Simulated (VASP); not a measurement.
A run of VASP 6.6.1 is set up as follows.

Contents of INCAR:

```
SYSTEM = As
ALGO     = Normal         ! electronic algorithm
EDIFF    = 1E-7           ! SCF threshold, eV
ENCUT    = 520            ! plane-wave cutoff, eV
GGA      = PE             ! functional
ISIF     = 2              ! what is computed and relaxed
ISMEAR   = 0              ! smearing method
IVDW     = 12             ! dispersion correction
LASPH    = .TRUE.         ! aspherical terms in the spheres
LCHARG   = .FALSE.        ! write CHGCAR
LREAL    = .FALSE.        ! projectors in reciprocal space
LWAVE    = .FALSE.        ! write WAVECAR
NBANDS   = 12             ! bands
NELM     = 100            ! most SCF steps
PREC     = Accurate       ! precision mode
SIGMA    = 0.1            ! smearing width, eV
```

Contents of KPOINTS:

```
k-points
0
G
  15 15 15
  0 0 0
```

POSCAR

```
As
1.0
    1.8914412643      1.0920241231      3.3687803541
   -1.8914412643      1.0920241231      3.3687803541
    0.0000000000     -2.1840482462      3.3687803541
As
2
Direct
    0.2303455268      0.2303455268      0.2303455268
    0.7696544732      0.7696544732      0.7696544732
```

Potentials or basis: VASP PAW PBE potentials, release 64 (As).

Command:

```sh
$ cat potpaw_PBE.64/As/POTCAR > POTCAR
$ mpirun -np 1 vasp_std > vasp.out
```

**Question.** What does it give for the largest force?

**Answer.** 0.049 eV/Å.

**Question.** Predict the band gap on the k mesh.

**Answer.** Zero (bands 5 and 6 overlap by 0.14 eV).

**Question.** What does it give for the dispersion energy per atom?

**Answer.** -0.433 eV.

Forces in eV/Å, atoms in the order of the input:
```
As   0.000  0.000  0.049
As   0.000  0.000 -0.049
```
